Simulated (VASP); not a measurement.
A run of VASP 6.6.1 is set up as follows.

File INCAR:

```
PREC = Accurate
ENCUT = 520
EDIFF = 1E-6
ISMEAR = 0
SIGMA = 0.02
LREAL = F
LASPH = T
NELM = 80
ALGO = Normal
ISIF = 2
LWAVE = F
LCHARG = F
GGA = PE
NBANDS = 46
```

The input KPOINTS:

```
Automatic mesh
0
Gamma
  6 6 6
```

POSCAR

```
Al2InN3
1.0
    4.9170037426     -2.8277246663      0.0000000000
    4.9170037426      2.8277246663      0.0000000000
    0.0000000000      0.0000000000      5.4593836199
Al In N
4 2 6
Direct
    0.0084630235      0.3347451089      0.9930200764
    0.6652548911      0.9915369765      0.9930200764
    0.9915369765      0.6652548911      0.4930200764
    0.3347451089      0.0084630235      0.4930200764
    0.3224376887      0.6775623113      0.9935374752
    0.6775623113      0.3224376887      0.4935374752
    0.0358608756      0.3337074041      0.3526657379
    0.6662925959      0.9641391244      0.3526657379
    0.9641391244      0.6662925959      0.8526657379
    0.3337074041      0.0358608756      0.8526657379
    0.2986746886      0.7013253114      0.4030908664
    0.7013253114      0.2986746886      0.9030908664
```

Potentials or basis: VASP PAW PBE potentials, release 64 (Al, In_d, N).

The run is started by

```console
$ cat potpaw_PBE.64/Al/POTCAR potpaw_PBE.64/In_d/POTCAR potpaw_PBE.64/N/POTCAR > POTCAR
$ mpirun -np 1 vasp_std > vasp.out
```

Task: Estimate the largest force.

Result: 0.033 eV/Å.

Task: Predict the band gap on the k mesh.

Result: 1.88 eV.

Task: Predict the pressure.

Result: -6.0 GPa.

Stress tensor (GPa, compression positive):
```
 -3.02   0.00   0.00
  0.00  -3.03   0.00
  0.00   0.00 -11.92
```

Caveat: the cell differs from its parent crystal (strain along c alone, the other axes held: +4.0 %, then relaxed in part); the stress differs along the axes, from -12 to -3 GPa; spin-orbit coupling is left out, which moves the levels of the heavy elements.
